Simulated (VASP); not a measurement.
# P (Cmmm) in VASP: a series of runs, part 3 of 3

VASP 6.6.1.

## 4. Single point, LDA (strain +0.0250 x Voigt [0, 0, 0, 0, 0, 1])

The input, INCAR:

```
SYSTEM = P
ALGO = Normal
EDIFF = 1E-6
ENCUT = 520
GGA = CA
ISIF = 2
ISMEAR = 0
LASPH = .TRUE.
LCHARG = .TRUE.
LELF = .TRUE.
LREAL = .FALSE.
LVHAR = .TRUE.
LWAVE = .FALSE.
NBANDS = 8
NELM = 80
PREC = Accurate
SIGMA = 0.15
```

The input, KPOINTS:

```
k-points
0
G
  12 12 12
  0 0 0
```

The input, POSCAR:

```
P
1.0
    4.2729048574      0.0534113107      0.0000000000
    0.0534113107      4.2729048574      0.0000000000
    0.0000000000      0.0000000000      4.3780000000
P
1
Direct
    0.0000000000      0.0000000000      0.0000000000
```

Potentials or basis: VASP PAW LDA potentials, release 64 (P).

Run with:

```
> cat potpaw_LDA.64/P/POTCAR > POTCAR
> mpirun -np 1 vasp_std > vasp.out
```

OUTCAR:

```text
SYSTEM = P
   EDIFF = 1E-6
   ENCUT = 520
   GGA = CA
   ISIF = 2
   ISMEAR = 0
   LASPH = .TRUE.
   LREAL = .FALSE.
   NELM = 80
   PREC = Accurate

 ion  position               nearest neighbor table
   1  0.000  0.000  0.000-

  LATTYP: Found a base centered orthorhombic cell.
 ALAT       =     5.9672650001
 B/A-ratio  =     1.0253164557
 C/A-ratio  =     0.7336694449

  Lattice vectors:

 A1 = (  -0.0534113107,  -4.2729048574,   0.0000000000)
 A2 = (   4.2729048574,   0.0534113107,   0.0000000000)
[... 443 lines left out ...]
      8       6.2764      0.00000

 [... further k-points ...]

------------------------ aborting loop because EDIFF is reached ----------------------------------------

  FORCE on cell =-STRESS in cart. coord.  units (eV):
  Direction    XX          YY          ZZ          XY          YZ          ZX
  --------------------------------------------------------------------------------------
  -------------------------------------------------------------------------------------
  Total       -2.1264514     -2.1264514     -1.9154838     -0.0520371      0.0000000      0.0000000
  in kB      -42.6296439    -42.6296439    -38.4003098     -1.0432052      0.0000000      0.0000000
  external PRESSURE =     -41.2198659 kB  Pullay stress =       0.0000000 kB

 VOLUME and BASIS-vectors are now :
 -----------------------------------------------------------------------------
  energy-cutoff  :      520.00
  volume of cell :       79.92
      direct lattice vectors                 reciprocal lattice vectors
     4.272904857  0.053411311  0.000000000     0.234069400 -0.002925867  0.000000000
     0.053411311  4.272904857  0.000000000    -0.002925867  0.234069400  0.000000000
     0.000000000  0.000000000  4.378000000     0.000000000  0.000000000  0.228414801

 POSITION                                       TOTAL-FORCE (eV/Angst)
 -----------------------------------------------------------------------------------
      0.00000      0.00000      0.00000         0.000000      0.000000      0.000000
 -----------------------------------------------------------------------------------
    total drift:                                0.000000     -0.000000      0.000000

  FREE ENERGIE OF THE ION-ELECTRON SYSTEM (eV)
  ---------------------------------------------------
  free  energy   TOTEN  =        -1.2801509015 eV

  energy  without entropy=       -1.2425659543  energy(sigma->0) =       -1.26135843
```

It took 61 s on 1 thread of Intel Xeon Platinum 8488C (Sapphire Rapids), shared host; peak memory 0.27 GiB.

What came out:

| Property | Result |
| --- | --- |
| Free energy | -1.2802 eV |
| Pressure | -4.1 GPa |
| Band gap on the k mesh | zero (an odd number of electrons rules out a gap without spin polarisation) |

Levels at points of the mesh, in eV from the Fermi level:
```
           k point  band 1  band 2  band 3  band 4  band 5  band 6  band 7
(0.00, 0.00, 0.00)   -8.70    0.46    0.55    0.58    4.42    7.37    7.46
(0.50, 0.00, 0.00)   -8.53   -0.85    0.61    0.71    6.36    7.32    8.14
(0.50, 0.50, 0.00)   -8.37   -0.56   -0.51    0.75    5.68    8.04    9.43
(0.00, 0.00, 0.50)   -8.56   -0.80    0.68    0.70    6.33    7.24    8.12
(0.50, 0.00, 0.50)   -8.40   -0.58   -0.49    0.82    5.66    8.04    9.45
(0.50, 0.50, 0.50)   -8.25   -0.34   -0.30   -0.23    6.74    6.76    6.90
```

Caveat: the cell differs from its parent crystal (strain +0.0250 x Voigt [0, 0, 0, 0, 0, 1]); the cell stands under tension; the atoms stand far beyond bonding distance, and open shells without spin polarisation read as a metal.

## 5. Single point, LDA (strain +0.0150 x Voigt [0, 0, 0, 0, 0, 1])

The input, INCAR:

```
  PREC = Accurate
  ENCUT = 520
  EDIFF = 1E-6
  ISMEAR = 0
  SIGMA = 0.15
  LREAL = F
  LASPH = T
  NELM = 80
  ALGO = Normal
  ISIF = 2
  LWAVE = F
  LCHARG = T
  LELF = T
  LVHAR = T
  NBANDS = 8
```

The input, KPOINTS:

```
Automatic mesh
0
Gamma
  12 12 12
```

The input, POSCAR:

```
P
1.0
    4.2729048574      0.0320467864      0.0000000000
    0.0320467864      4.2729048574      0.0000000000
    0.0000000000      0.0000000000      4.3780000000
P
1
Direct
    0.0000000000      0.0000000000      0.0000000000
```

Potentials or basis: VASP PAW LDA potentials, release 64 (P).

Run with:

```
> cat potpaw_LDA.64/P/POTCAR > POTCAR
> mpirun -np 1 vasp_std > vasp.out
```

OUTCAR:

```text
PREC = Accurate
   ENCUT = 520
   EDIFF = 1E-6
   ISMEAR = 0
   LREAL = F
   LASPH = T
   NELM = 80
   ISIF = 2

 ion  position               nearest neighbor table
   1  0.000  0.000  0.000-

  LATTYP: Found a base centered orthorhombic cell.
 ALAT       =     5.9974790001
 B/A-ratio  =     1.0151133501
 C/A-ratio  =     0.7299733771

  Lattice vectors:

 A1 = (  -0.0320467864,  -4.2729048574,   0.0000000000)
 A2 = (   4.2729048574,   0.0320467864,   0.0000000000)
[... 443 lines left out ...]
      8       6.2631      0.00000

 [... further k-points ...]

------------------------ aborting loop because EDIFF is reached ----------------------------------------

  FORCE on cell =-STRESS in cart. coord.  units (eV):
  Direction    XX          YY          ZZ          XY          YZ          ZX
  --------------------------------------------------------------------------------------
  -------------------------------------------------------------------------------------
  Total       -2.1270185     -2.1270185     -1.9154757     -0.0312658      0.0000000      0.0000000
  in kB      -42.6367478    -42.6367478    -38.3963061     -0.6267329      0.0000000      0.0000000
  external PRESSURE =     -41.2232672 kB  Pullay stress =       0.0000000 kB

 VOLUME and BASIS-vectors are now :
 -----------------------------------------------------------------------------
  energy-cutoff  :      520.00
  volume of cell :       79.93
      direct lattice vectors                 reciprocal lattice vectors
     4.272904857  0.032046786  0.000000000     0.234045991 -0.001755345  0.000000000
     0.032046786  4.272904857  0.000000000    -0.001755345  0.234045991  0.000000000
     0.000000000  0.000000000  4.378000000     0.000000000  0.000000000  0.228414801

 POSITION                                       TOTAL-FORCE (eV/Angst)
 -----------------------------------------------------------------------------------
      0.00000      0.00000      0.00000         0.000000      0.000000      0.000000
 -----------------------------------------------------------------------------------
    total drift:                                0.000000     -0.000000      0.000000

  FREE ENERGIE OF THE ION-ELECTRON SYSTEM (eV)
  ---------------------------------------------------
  free  energy   TOTEN  =        -1.2803553049 eV

  energy  without entropy=       -1.2427955870  energy(sigma->0) =       -1.26157545
```

OSZICAR:

```text
N       E                     dE             d eps       ncg     rms          rms(c)
DAV:   1     0.765162834678E+01    0.76516E+01   -0.12874E+03  4816   0.358E+02
DAV:   2    -0.854696329890E+00   -0.85063E+01   -0.83684E+01  6528   0.451E+01
DAV:   3    -0.130705747466E+01   -0.45236E+00   -0.43388E+00  6064   0.108E+01
DAV:   4    -0.131109885270E+01   -0.40414E-02   -0.40370E-02  8312   0.116E+00
DAV:   5    -0.131110961321E+01   -0.10761E-04   -0.10760E-04  6744   0.379E-02    0.647E-01
DAV:   6    -0.128586355348E+01    0.25246E-01   -0.43134E-02  6152   0.726E-01    0.311E-01
DAV:   7    -0.127988701365E+01    0.59765E-02   -0.32135E-02  5968   0.648E-01    0.158E-01
DAV:   8    -0.128033206592E+01   -0.44505E-03   -0.37841E-04  6736   0.980E-02    0.344E-02
DAV:   9    -0.128033620603E+01   -0.41401E-05   -0.82122E-06  7648   0.136E-02    0.989E-03
DAV:  10    -0.128035455425E+01   -0.18348E-04   -0.10062E-05  5616   0.123E-02    0.163E-03
DAV:  11    -0.128035530494E+01   -0.75069E-06   -0.99077E-07  6480   0.349E-03
   1 F= -.12803553E+01 E0= -.12615754E+01  d E =-.375597E-01
```

stdout:

```text
POSCAR found type information on POSCAR P
 POSCAR found :  1 types and       1 ions
 scaLAPACK will be used
 LDA part: xc-table for (Slater(with rela. corr.)+CA(PZ))
 , standard interpolation
 POSCAR, INCAR and KPOINTS ok, starting setup
 FFT: planning ... GRIDC
 FFT: planning ... GRID_SOFT
 FFT: planning ... GRID
 WAVECAR not read
 entering main loop
```

It took 71 s on 1 thread of Intel Xeon Platinum 8488C (Sapphire Rapids), shared host; peak memory 0.27 GiB.

Results:

```
Free energy            : -1.2804 eV
Pressure               : -4.1 GPa
Band gap on the k mesh : zero (an odd number of electrons rules out a gap without spin polarisation)
```

Caveat: the cell differs from its parent crystal (strain +0.0150 x Voigt [0, 0, 0, 0, 0, 1]); the cell stands under tension; the atoms stand far beyond bonding distance, and open shells without spin polarisation read as a metal.

## 6. Single point, LDA (strain +0.0050 x Voigt [0, 0, 0, 0, 0, 1])

The input, INCAR:

```
PREC     = Accurate       # precision mode
ENCUT    = 520            # plane-wave cutoff, eV
EDIFF    = 1E-6           # SCF threshold, eV
ISMEAR   = 0              # smearing method
SIGMA    = 0.15           # smearing width, eV
LREAL    = False          # projectors in reciprocal space
LASPH    = True           # aspherical terms in the spheres
NELM     = 80             # most SCF steps
ALGO     = Normal         # electronic algorithm
ISIF     = 2              # what is computed and relaxed
LWAVE    = False          # write WAVECAR
LCHARG   = True           # write CHGCAR
GGA      = CA             # functional
LELF     = True           # ELF
LVHAR    = True         
NBANDS   = 8              # bands
```

The input, KPOINTS:

```
regular mesh
0
Gamma
  12 12 12
```

The input, POSCAR:

```
P
1.0
    4.2729048574      0.0106822621      0.0000000000
    0.0106822621      4.2729048574      0.0000000000
    0.0000000000      0.0000000000      4.3780000000
P
1
Direct
    0.0000000000      0.0000000000      0.0000000000
```

Potentials or basis: VASP PAW LDA potentials, release 64 (P).

Run with:

```
> cat potpaw_LDA.64/P/POTCAR > POTCAR
> mpirun -np 1 vasp_std > vasp.out
```

It took 70 s on 1 thread of Intel Xeon Platinum 8488C (Sapphire Rapids), shared host; peak memory 0.27 GiB.

It converged, with:

| Quantity | Value |
| --- | --- |
| Free energy | -1.2805 eV |
| Pressure | -4.1 GPa |
| Band gap on the k mesh | zero (an odd number of electrons rules out a gap without spin polarisation) |

Stress tensor (GPa, compression positive):
```
-4.26 -0.02  0.00
-0.02 -4.26  0.00
 0.00  0.00 -3.84
```

Levels at points of the mesh, in eV from the Fermi level:
| k point | band 1 | band 2 | band 3 | band 4 | band 5 | band 6 |
| --- | --- | --- | --- | --- | --- | --- |
| (0.00, 0.00, 0.00) | -8.70 | 0.46 | 0.56 | 0.57 | 4.42 | 7.37 |
| (0.50, 0.00, 0.00) | -8.53 | -0.85 | 0.61 | 0.71 | 6.36 | 7.32 |
| (0.50, 0.50, 0.00) | -8.37 | -0.54 | -0.53 | 0.75 | 5.68 | 8.04 |
| (0.00, 0.00, 0.50) | -8.56 | -0.80 | 0.69 | 0.69 | 6.33 | 7.24 |
| (0.50, 0.00, 0.50) | -8.40 | -0.58 | -0.49 | 0.82 | 5.66 | 8.04 |
| (0.50, 0.50, 0.50) | -8.25 | -0.32 | -0.31 | -0.23 | 6.74 | 6.81 |

Caveat: the cell differs from its parent crystal (strain +0.0050 x Voigt [0, 0, 0, 0, 0, 1]); the cell stands under tension; the atoms stand far beyond bonding distance, and open shells without spin polarisation read as a metal.

## 7. The runs side by side

| cell | gap on the mesh (eV) | pressure (GPa) |
| --- | --- | --- |
| a = 4.273, b = 4.273, c = 4.378 Å, angles 90.0, 90.0, 91.1°, 1 atom | none | -4.1 |
| a = 4.273, b = 4.273, c = 4.378 Å, angles 90.0, 90.0, 89.4°, 1 atom | none | -4.1 |
| a = 4.273, b = 4.273, c = 4.378 Å, angles 90.0, 90.0, 88.6°, 1 atom | none | -4.1 |
| a = 4.273, b = 4.273, c = 4.378 Å, angles 90.0, 90.0, 89.1°, 1 atom | none | -4.1 |
| a = 4.273, b = 4.273, c = 4.378 Å, angles 90.0, 90.0, 89.7°, 1 atom | none | -4.1 |

Alike in all rows: task single point; level LDA; potentials or basis VASP PAW LDA potentials, release 64 (P); no spin polarisation; k mesh 12 × 12 × 12; cutoff (eV) 520; smearing gaussian 0.15 eV.

Caveats: the cell stands under tension; the atoms stand far beyond bonding distance, and open shells without spin polarisation read as a metal.

Total energies depend on the potentials used, so only differences within one code and one set of settings carry meaning.
